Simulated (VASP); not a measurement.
A run of VASP 6.6.1 is set up as follows.

File INCAR:

```
SYSTEM = SnSe
  ALGO = Normal
  EDIFF = 1E-8
  ENCUT = 520
  GGA = PE
  ISIF = 2
  ISMEAR = -1
  LASPH = .TRUE.
  LCHARG = .FALSE.
  LEFG = .TRUE.
  LREAL = .FALSE.
  LWAVE = .FALSE.
  NBANDS = 17
  NELM = 60
  PREC = Accurate
  SIGMA = 0.02
```

KPOINTS

```
k-points
0
G
  9 9 9
  0 0 0
```

File POSCAR:

```
SnSe
1.0
   -0.0903000000      2.9648500000      2.9648500000
    2.9648500000     -0.0903000000      2.9648500000
    2.9648500000      2.9648500000     -0.0903000000
Sn Se
1 1
Direct
    0.0000000000      0.0000000000      0.0000000000
    0.5000000000      0.5000000000      0.5000000000
```

Potentials or basis: VASP PAW PBE potentials, release 64 (Sn_d, Se).

Command:

```bash
$ cat potpaw_PBE.64/Sn_d/POTCAR potpaw_PBE.64/Se/POTCAR > POTCAR
$ mpirun -np 1 vasp_std > vasp.out
```

Task: Predict the band gap on the k mesh.

Result: 0.34 eV, indirect (least direct gap 0.59 eV).

Task: Predict the pressure.

Result: 1.0 GPa.

Electric field gradients, principal values (V/Å²):
```csv
atom,least,middle,greatest (by size)
1 Sn,-0.405,-0.405,0.809
2 Se,10.211,10.211,-20.423
```

Caveat: the cell differs from its parent crystal (equal xy, yz and zx shear strains of -3 %); without QUAD_EFG the Cq values of the log hold for a quadrupole moment of 1 mb, not for the nuclei; spin-orbit coupling is left out, which moves the levels of the heavy elements. A k mesh can miss the band edges.
